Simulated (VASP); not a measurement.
# Ga15PbN16 (a cell with a defect) in VASP: single point with PBE

Aim: the single point of Ga15PbN16 (a cell with a defect) with PBE.

All numbers are computed with VASP 6.6.1; they aren't measurements. Logs are shortened: lines on timing, memory, paths and dates and some standing lists are left out, and cuts for length are marked.

## (1) The cell of the first run

The cell holds a defect, 32 atoms: a = 6.360 Å, b = 6.360 Å, c = 10.332 Å, α = 90.00°, β = 90.00°, γ = 120.00°.

## (2) Single point, PBE

File INCAR:

```
ALGO = Normal
EDIFF = 1E-6
ENCUT = 520
GGA = PE
ISIF = 2
ISMEAR = -1
LASPH = True
LCHARG = False
LREAL = Auto
LWAVE = False
NBANDS = 166
NELECT = 290.0
NELM = 100
PREC = Accurate
SIGMA = 0.01
```

File KPOINTS:

```
k-points
0
Gamma
  4 4 2
```

File POSCAR:

```
Ga15PbN16
1.0
    6.3600000000      0.0000000000      0.0000000000
   -3.1800000000      5.5079215680      0.0000000000
    0.0000000000      0.0000000000     10.3320000000
Pb Ga N
1 15 16
Direct
    0.1666666667      0.3333333333      0.0199500812
    0.1666666667      0.3333333333      0.4782044460
    0.1720349441      0.8360174721     -0.0064374716
    0.1629061797      0.8314530898      0.5014302461
    0.6639825279      0.3279650559     -0.0064374716
    0.6685469102      0.3370938203      0.5014302461
    0.6639825279      0.8360174721     -0.0064374716
    0.6685469102      0.8314530898      0.5014302461
    0.3379474599      0.1620525401      0.2576650506
    0.3326717725      0.1673282275      0.7391126063
    0.3379474599      0.6758949198      0.2576650506
    0.3326717725      0.6653435451      0.7391126063
    0.8241050802      0.1620525401      0.2576650506
    0.8346564549      0.1673282275      0.7391126063
    0.8333333333      0.6666666667      0.2439875878
    0.8333333333      0.6666666667      0.7513522436
    0.1666666667      0.3333333333      0.2680875049
    0.1666666667      0.3333333333      0.6769888601
    0.1694770215      0.8347385108      0.1843808504
    0.1599196553      0.8299598276      0.6861018107
    0.6652614892      0.3305229785      0.1843808504
    0.6700401724      0.3400803447      0.6861018107
    0.6652614892      0.8347385108      0.1843808504
    0.6700401724      0.8299598276      0.6861018107
    0.3414653875      0.1585346125      0.4455626784
    0.3458962012      0.1541037988      0.9220572035
    0.3414653875      0.6829307749      0.4455626784
    0.3458962012      0.6917924024      0.9220572035
    0.8170692251      0.1585346125      0.4455626784
    0.8082075976      0.1541037988      0.9220572035
    0.8333333333      0.6666666667      0.4322632880
    0.8333333333      0.6666666667      0.9395470654
```

Potentials or basis: VASP PAW PBE potentials, release 64 (Pb_d, Ga_d, N).

Run with:

```
cat potpaw_PBE.64/Pb_d/POTCAR potpaw_PBE.64/Ga_d/POTCAR potpaw_PBE.64/N/POTCAR > POTCAR
mpirun -np 1 vasp_std > vasp.out
```

OUTCAR:

```text
EDIFF = 1E-6
   ENCUT = 520
   GGA = PE
   ISIF = 2
   ISMEAR = -1
   LASPH = True
   LREAL = Auto
   NELECT = 290.0
   NELM = 100
   PREC = Accurate

 ion  position               nearest neighbor table
   1  0.167  0.333  0.020-  26 2.22  28 2.22  30 2.22  17 2.56   9 3.10  11 3.10  13 3.10   3 3.19
                             5 3.19   7 3.19   7 3.19   3 3.19   5 3.19  10 3.43  12 3.43  14 3.43
   2  0.167  0.333  0.478-  27 1.95  25 1.95  29 1.95  18 2.05  17 2.17
   3  0.172  0.836  0.994-  26 1.90  28 1.90  32 1.95  19 1.97   1 3.19   1 3.19
   4  0.163  0.831  0.501-  25 1.89  27 1.89  20 1.91  31 1.95
   5  0.664  0.328  0.994-  26 1.90  30 1.90  32 1.95  21 1.97   1 3.19   1 3.19
   6  0.669  0.337  0.501-  25 1.89  29 1.89  22 1.91  31 1.95
   7  0.664  0.836  0.994-  30 1.90  28 1.90  32 1.95  23 1.97   1 3.19   1 3.19
   8  0.669  0.831  0.501-  29 1.89  27 1.89  24 1.91  31 1.95
   9  0.338  0.162  0.258-  17 1.89  25 1.94  19 1.96  21 1.96   1 3.10
  10  0.333  0.167  0.739-  26 1.90  20 1.94  22 1.94  18 1.94   1 3.43
  11  0.338  0.676  0.258-  17 1.89  27 1.94  23 1.96  19 1.96   1 3.10
  12  0.333  0.665  0.739-  28 1.90  20 1.94  24 1.94  18 1.94   1 3.43
  13  0.824  0.162  0.258-  17 1.89  29 1.94  23 1.96  21 1.96   1 3.10
  14  0.835  0.167  0.739-  30 1.90  22 1.94  24 1.94  18 1.94   1 3.43
  15  0.833  0.667  0.244-  31 1.95  21 1.95  23 1.95  19 1.95
  16  0.833  0.667  0.751-  24 1.92  22 1.92  20 1.92  32 1.94
  17  0.167  0.333  0.268-   9 1.89  11 1.89  13 1.89   2 2.17   1 2.56
  18  0.167  0.333  0.677-  10 1.94  12 1.94  14 1.94   2 2.05
  19  0.169  0.835  0.184-  15 1.95   9 1.96  11 1.96   3 1.97
  20  0.160  0.830  0.686-   4 1.91  16 1.92  12 1.94  10 1.94
  21  0.665  0.331  0.184-  15 1.95   9 1.96  13 1.96   5 1.97
  22  0.670  0.340  0.686-   6 1.91  16 1.92  14 1.94  10 1.94
  23  0.665  0.835  0.184-  15 1.95  13 1.96  11 1.96   7 1.97
  24  0.670  0.830  0.686-   8 1.91  16 1.92  14 1.94  12 1.94
  25  0.341  0.159  0.446-   4 1.89   6 1.89   9 1.94   2 1.95
  26  0.346  0.154  0.922-  10 1.90   3 1.90   5 1.90   1 2.22
  27  0.341  0.683  0.446-   4 1.89   8 1.89  11 1.94   2 1.95
  28  0.346  0.692  0.922-  12 1.90   7 1.90   3 1.90   1 2.22
  29  0.817  0.159  0.446-   8 1.89   6 1.89  13 1.94   2 1.95
  30  0.808  0.154  0.922-  14 1.90   7 1.90   5 1.90   1 2.22
  31  0.833  0.667  0.432-  15 1.95   8 1.95   6 1.95   4 1.95
  32  0.833  0.667  0.940-  16 1.94   5 1.95   7 1.95   3 1.95

  LATTYP: Found a hexagonal cell.
 ALAT       =     6.3600000000
 C/A-ratio  =     1.6245283019

  Lattice vectors:

 A1 = (   6.3600000000,   0.0000000000,   0.0000000000)
 A2 = (  -3.1800000000,   5.5079215680,   0.0000000000)
 A3 = (   0.0000000000,   0.0000000000,  10.3320000000)

Analysis of symmetry for initial positions (statically):
=====================================================================
 Subroutine PRICEL returns:
[... 179 lines left out ...]
   NELECT =     290.0000    total number of electrons
   NUPDOWN=      -1.0000    fix difference up-down
   EMIN   =  10.00;   EMAX   =-10.00  energy-range for DOS
   EFERMI =   0.00;   METHOD = LEGACY
   ISMEAR =    -1;   SIGMA  =   0.01  broadening in eV -4-tet -1-fermi 0-gaus
   EFERMI_NEDOS =   21; number of points for ismear=-14 and -15
   IALGO  =     38    algorithm
   IMIX   =      4    mixing-type and parameters
     AMIX     =   0.40;   BMIX     =  1.00
     AMIX_MAG =   1.60;   BMIX_MAG =  1.00
  volume/ion in A,a.u.               =      11.31        76.33
  Fermi-wavevector in a.u.,A,eV,Ry     =   1.520540  2.873403 31.457224  2.312041
  Thomas-Fermi vector in A             =   2.629376
   LORBIT       =      0    0 simple, 1 ext, 2 COOP (PROOUT), +10 PAW based schemes
   GGA     = PE    functional components
   LHFCALC =     F    Hartree Fock is set to
   AEXX    =    0.0000 exact exchange contribution
   IVDW    =     0    specifies the selected vdW correction
   LEPSILON=     F    determine dielectric tensor
   LRPA    =     F    only Hartree local field effects (RPA)
 non-spin polarized calculation
  energy-cutoff  :      520.00
  volume of cell :      361.93
 maximum number of plane-waves:      9768
 NGX is ok and might be reduce to    48
   NGX = 23   NGY = 23   NGZ = 39

 number of electron     290.0000002 magnetization

 Free energy of the ion-electron system (eV)
  ---------------------------------------------------
  ext. energy  EPLUGINS =         0.00000000
  ---------------------------------------------------
  free energy    TOTEN  =      -181.56865074 eV

  energy without entropy =     -181.56865074  energy(sigma->0) =     -181.56865074

 E-fermi :   8.0033     XC(G=0): -11.8572

 val. band max:        7.7230937699   @ k =   0.2500   0.2500   0.0000
 cond. band min:       8.3438179301   @ k =   0.0000   0.0000   0.0000
 fundamental gap:      0.6207241602
 Fermi energy:         8.0033023023

 k-point     1 :       0.0000    0.0000    0.0000
  band No.  band energies     occupation
      1     -10.3954      2.00000
      2      -9.9156      2.00000
      3      -9.9156      2.00000
      4      -9.8734      2.00000
      5      -9.7560      2.00000
      6      -9.4489      2.00000
[... 1269 lines left out ...]
    156      12.0473      0.00000
    157      12.2537      0.00000
 [bands above 157 left out]

------------------------ aborting loop because EDIFF is reached ----------------------------------------

  FORCE on cell =-STRESS in cart. coord.  units (eV):
  Direction    XX          YY          ZZ          XY          YZ          ZX
  --------------------------------------------------------------------------------------
  -------------------------------------------------------------------------------------
  Total       43.0249707     43.0249707     50.5475339      0.0000000      0.0000000     -0.0000000
  in kB      190.4591778    190.4591778    223.7594027      0.0000000      0.0000000     -0.0000000
  external PRESSURE =     201.5592527 kB  Pullay stress =       0.0000000 kB

 VOLUME and BASIS-vectors are now :
 -----------------------------------------------------------------------------
  energy-cutoff  :      520.00
  volume of cell :      361.93
      direct lattice vectors                 reciprocal lattice vectors
     6.360000000  0.000000000  0.000000000     0.157232704  0.090778344  0.000000000
    -3.180000000  5.507921568  0.000000000     0.000000000  0.181556688  0.000000000
     0.000000000  0.000000000 10.332000000     0.000000000  0.000000000  0.096786682

 POSITION                                       TOTAL-FORCE (eV/Angst)
 -----------------------------------------------------------------------------------
      0.00000      1.83597      0.20612         0.000000     -0.000000      0.027601
      0.00000      1.83597      4.94081         0.000000     -0.000000      0.001508
     -1.56439      4.60472     10.26549         0.007393      0.004268     -0.013875
     -1.60794      4.57958      5.18078         0.021756      0.012561      0.002827
      3.18000      1.80641     10.26549         0.000000     -0.008537     -0.013875
      3.18000      1.85669      5.18078         0.000000     -0.025121      0.002827
[... 24 lines left out ...]
      3.18000      3.67195      4.46614         0.000000     -0.000000     -0.002087
      3.18000      3.67195      9.70740         0.000000     -0.000000      0.004233
 -----------------------------------------------------------------------------------
    total drift:                                0.000000     -0.000008     -0.024006

  FREE ENERGIE OF THE ION-ELECTRON SYSTEM (eV)
  ---------------------------------------------------
  free  energy   TOTEN  =      -181.5686507408 eV

  energy  without entropy=     -181.5686507408  energy(sigma->0) =     -181.56865074
```

OSZICAR:

```text
N       E                     dE             d eps       ncg     rms          rms(c)
DAV:   1     0.531796167809E+04    0.53180E+04   -0.10931E+05  2760   0.326E+03
DAV:   2     0.125092009437E+04   -0.40670E+04   -0.38748E+04  2656   0.964E+02
DAV:   3    -0.532330780588E+01   -0.12562E+04   -0.11854E+04  3168   0.340E+02
[... 11 lines left out ...]
DAV:  15    -0.181568643273E+03   -0.56436E-04   -0.63848E-04  3424   0.188E-01    0.266E-02
DAV:  16    -0.181568647409E+03   -0.41363E-05   -0.13925E-04  3656   0.151E-01    0.197E-02
DAV:  17    -0.181568652744E+03   -0.53349E-05   -0.90539E-05  3976   0.427E-02    0.147E-02
DAV:  18    -0.181568651638E+03    0.11064E-05   -0.70078E-06  3168   0.387E-02    0.754E-03
DAV:  19    -0.181568650741E+03    0.89671E-06   -0.80158E-06  3008   0.315E-02
   1 F= -.18156865E+03 E0= -.18156865E+03  d E =-.798299E-13
```

Run time: 30 min. Hardware: 1 thread of Intel Xeon Platinum 8175M at 2.50GHz (Skylake/Cascade Lake), shared host; peak memory 0.62 GiB.

Results:

```yaml
Free_energy: -181.5687 eV
Largest_force: 0.028 eV/Å
```

Forces in eV/Å, atoms in the order of the input:
```
Pb   0.000  0.000  0.028
Ga   0.000  0.000  0.002
Ga   0.007  0.004 -0.014
Ga   0.022  0.013  0.003
Ga   0.000 -0.009 -0.014
Ga   0.000 -0.025  0.003
Ga  -0.007  0.004 -0.014
Ga  -0.022  0.013  0.003
Ga  -0.015  0.009 -0.006
Ga   0.007 -0.004  0.016
Ga   0.000 -0.018 -0.006
Ga   0.000  0.008  0.016
Ga   0.015  0.009 -0.006
Ga  -0.007 -0.004  0.016
Ga   0.000  0.000 -0.005
Ga   0.000  0.000  0.001
N    0.000  0.000 -0.028
N    0.000  0.000  0.016
N    0.000  0.000  0.001
N   -0.007 -0.004 -0.006
N    0.000  0.000  0.001
N    0.000  0.008 -0.006
N    0.000  0.000  0.001
N    0.007 -0.004 -0.006
N    0.012 -0.007  0.011
N    0.008 -0.005 -0.010
N    0.000  0.013  0.011
N    0.000  0.009 -0.010
N   -0.012 -0.007  0.011
N   -0.008 -0.005 -0.010
N    0.000  0.000 -0.002
N    0.000  0.000  0.004
```

Caveat: the cell carries a net charge on a neutralising background, which shifts energy and pressure; the cell is charged against a uniform background, so pressure and absolute levels hang on convention; spin-orbit coupling is left out, which moves the levels of the heavy elements.
